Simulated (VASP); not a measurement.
**Cd: single point with PBEsol+D4**

The system is Cd.

```xyz
3
Lattice="0.0000 3.5403 3.5403 3.5403 0.0000 3.5403 3.5403 3.5403 0.0000" Properties=species:S:1:pos:R:3 pbc="T T T"
Cd    0.0000    0.0000    0.0000
Cd    1.7702    1.7702    1.7702
Cd    5.3105    5.3105    5.3105
```

- Program: VASP 6.6.1
- Task: single point
- Functional: PBEsol
- Dispersion: D4
- Potentials or basis: VASP PAW PBE potentials, release 64 (Cd)
- Cutoff: 520 eV
- k mesh: 6 × 6 × 6
- Occupations: fermi-dirac, width 0.15 eV
- Spin: no spin polarisation

The pressure is -6.0 GPa and the band gap on the k mesh is zero (band 18 reaches 3.60 eV, above the bottom of band 19 at -0.25 eV). The dispersion energy per atom is -0.175 eV.

Levels at points of the mesh, in eV from the Fermi level:
```tsv
k point	band 15	band 16	band 17	band 18	band 19	band 20	band 21	band 22
(0.00, 0.00, 0.00)	-7.99	-7.00	1.83	2.94	2.94	2.94	3.59	3.59
(0.50, 0.00, 0.00)	-7.95	-4.76	-4.00	1.60	1.76	1.76	3.62	3.62
(0.50, 0.50, 0.00)	-7.90	-3.78	-3.52	-0.44	-0.36	-0.36	2.64	8.56
```

Run time: 32 s on 1 thread of Intel(R) Xeon(R) Platinum 8488C (Sapphire Rapids), with other jobs on the host, peak memory 0.23 GiB.

Caveat: the PAW data sets were made with another functional, which shifts forces and pressure a little; pairwise dispersion overbinds metals, which lowers pressure and volume.
